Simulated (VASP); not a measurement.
In, 2 atoms in the cell. The structure is monoclinic, space group C2/c (No. 15). The conventional cell has a = 3.131 Å, b = 9.029 Å, c = 3.861 Å, α = 90.00°, β = 94.26°, γ = 90.00°. Within 4.1 Å of In (site symmetry 2) lie 10 In at 3.09 to 3.86 Å. 

```yaml
Program: VASP 6.6.1
Task: single point
Functional: LDA
Potentials_or_basis: VASP PAW LDA potentials, release 64 (In_d)
Cutoff: 520 eV
k_mesh: 15 × 15 × 10
Occupations: fermi-dirac, width 0.1 eV
Spin: no spin polarisation
Dipole_correction: no
Further_INCAR_settings: ALGO = Normal; EDIFF = 1e-06; NBANDS = 20
```

Potentials or basis: VASP PAW LDA potentials, release 64 (In_d).

Command:

```sh
$ cat potpaw_LDA.64/In_d/POTCAR > POTCAR
$ mpirun -np 1 vasp_std > vasp.out
```

Hardware: 1 thread of AMD EPYC 9R45 96-Core Processor (Zen 5), on a shared host.

How long does it take, and how much memory?

Wall time 5.4 min on 1 thread of AMD EPYC 9R45 96-Core Processor (Zen 5), with other jobs on the host, peak memory 0.56 GiB. Counts: scf iterations 10, k points 608.
